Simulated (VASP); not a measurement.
Write the native input for VASP 6.6.1 that does the following.

- Task: single point
- Functional: PBEsol
- Potentials or basis: VASP PAW PBE potentials, release 64 (Cu_sv_GW, O_h)
- Cutoff: 1340 eV
- k mesh: 16 × 16 × 16
- Occupations: gaussian, width 0.05 eV
- Spin: no spin polarisation
- Hubbard terms: Cu d U = 4.0 eV
- Dipole correction: no
- Further INCAR settings: ALGO = Normal; EDIFF = 1e-06; NBANDS = 22

The structure of CuO2 lies in POSCAR:

```
CuO2
1.0
    0.0000000000      2.3844798727      2.3844798727
    2.3844798727      0.0000000000      2.3844798727
    2.3844798727      2.3844798727      0.0000000000
Cu O
1 2
Direct
    0.0000000000      0.0000000000      0.0000000000
    0.2500000000      0.2500000000      0.2500000000
    0.7500000000      0.7500000000      0.7500000000
```

One way to write it, as run:

INCAR

```
PREC = Accurate
ENCUT = 1340
EDIFF = 1E-6
ISMEAR = 0
SIGMA = 0.05
LREAL = F
LASPH = T
NELM = 200
ALGO = Normal
ISIF = 2
LWAVE = F
LCHARG = F
LMAXMIX = 4
LDAU = T
LDAUTYPE = 2
LDAUL = 2 -1
LDAUU = 4 0
LDAUJ = 0 0
LDAUPRINT = 1
GGA = PS
NBANDS = 22
GGA_COMPAT = F
```

KPOINTS

```
Automatic mesh
0
Gamma
  16 16 16
```

Potentials or basis: VASP PAW PBE potentials, release 64 (Cu_sv_GW, O_h).

Launch:

```console
$ cat potpaw_PBE.64/Cu_sv_GW/POTCAR potpaw_PBE.64/O_h/POTCAR > POTCAR
$ mpirun -np 1 vasp_std > vasp.out
```

It gave:

- Pressure: -2.5 GPa
- Band gap on the k mesh: zero (an odd number of electrons rules out a gap without spin polarisation)

Caveat: the PAW data sets were made with another functional, which shifts forces and pressure a little; an odd number of electrons without spin polarisation forces a metal; a magnetic or distorted state may lie lower; U without spin polarisation on a metal has little footing.

It took 4.3 min on 1 thread of AMD EPYC 9R45 96-Core Processor (Zen 5), on a shared host, peak memory 0.53 GiB.
